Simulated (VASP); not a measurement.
Input of a VASP 6.6.1 run:

Contents of INCAR:

```
SYSTEM = NaInSe
  PREC = Accurate
  ENCUT = 520
  EDIFF = 1E-6
  ISMEAR = 0
  SIGMA = 0.1
  LREAL = .False.
  LASPH = .True.
  NELM = 100
  ALGO = Normal
  ISIF = 2
  LWAVE = .False.
  LCHARG = .True.
  GGA = PE
  LELF = .True.
  LVHAR = .True.
  NBANDS = 20
```

The input KPOINTS:

```
Automatic mesh
0
Gamma
  6 6 4
  0 0 0
```

Contents of POSCAR:

```
NaInSe
1.0
    4.1602651500      0.0000000000      0.0000000000
   -2.0801325800      3.6028953100      0.0000000000
    0.0000000000      0.0000000000      5.2877439800
Na In Se
1 1 1
Direct
    0.0000000000      0.0000000000      0.5000000000
    0.0000000000      0.0000000000      0.0000000000
    0.6666666700      0.3333333300      0.0000000000
```

Potentials or basis: VASP PAW PBE potentials, release 64 (Na_pv, In_d, Se).

Command:

```console
$ cat potpaw_PBE.64/Na_pv/POTCAR potpaw_PBE.64/In_d/POTCAR potpaw_PBE.64/Se/POTCAR > POTCAR
$ mpirun -np 1 vasp_std > vasp.out
```

(1) Predict the band gap on the k mesh.

(2) What does it give for the pressure?

Answers

(1) zero (bands 13 and 14 overlap by 0.87 eV).

(2) 21.0 GPa.

Caveat: the cell stands under pressure; spin-orbit coupling is left out, which moves the levels of the heavy elements.
